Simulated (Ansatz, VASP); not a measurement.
# Two plane-wave programs on CdS

The input INCAR:

```
PREC = Accurate
ENCUT = 520
EDIFF = 1E-6
ISMEAR = 1
SIGMA = 0.05
LREAL = F
LASPH = T
NELM = 100
ALGO = Normal
ISIF = 2
LWAVE = F
LCHARG = F
GGA = PE
NBANDS = 26
```

File KPOINTS:

```
regular mesh
0
Gamma
  6 6 4
```

File POSCAR:

```
CdS
1.0
    4.1151244016      0.0000000000      0.0000000000
   -2.0575622008      3.5638018494      0.0000000000
    0.0000000000      0.0000000000      6.6803838779
Cd S
2 2
Direct
    0.3333333333      0.6666666667      0.0000000000
    0.6666666667      0.3333333333      0.5000000000
    0.3333333333      0.6666666667      0.3750000000
    0.6666666667      0.3333333333      0.8750000000
```

Input for Ansatz:

```yaml
crystal:
  lattice:
    - [4.115124401562608, 0.0, 0.0]
    - [-2.057562200781304, 3.5638018493585593, 0.0]
    - [0.0, 0.0, 6.68038387791019]
  atoms:
    - { symbol: Cd, position: [0.3333333333333333, 0.6666666666666666, 0.0] }
    - { symbol: Cd, position: [0.6666666666666666, 0.3333333333333333, 0.5] }
    - { symbol: S, position: [0.3333333333333333, 0.6666666666666666, 0.375] }
    - { symbol: S, position: [0.6666666666666666, 0.3333333333333333, 0.875] }
basis:
  ecutwfc: 420.0
kpoints:
  mp_grid:
    grid: [6, 6, 4]
hamiltonian:
  xc: pbe
  pseudopotentials:
    kind: paw
scf:
  occupations:
    method: cold
    width: 0.05
output:
  stress: true
```

Alike in both runs: task single point; functional PBE; k mesh 6 × 6 × 4; no spin polarisation.

```csv
,VASP,Ansatz
version,VASP 6.6.1,Ansatz 0.2.0
potentials or method,"VASP PAW PBE potentials, release 64 (Cd, S), cutoff 520 eV","plane waves, PAW"
occupations,"methfessel-paxton of order 1, width 0.05 eV","cold, width 0.05 eV"
valence electrons in the cell,36,52
```

```csv
,VASP,Ansatz,Ansatz less VASP
pressure (GPa),4.1,3.7,-0.38
"traceless stress, the component that is largest in VASP (GPa)",0.49,0.47,-0.017
```

VASP's potentials hold 36 valence electrons a cell and Ansatz's 52, so a difference there can come from the potentials and not from the codes.
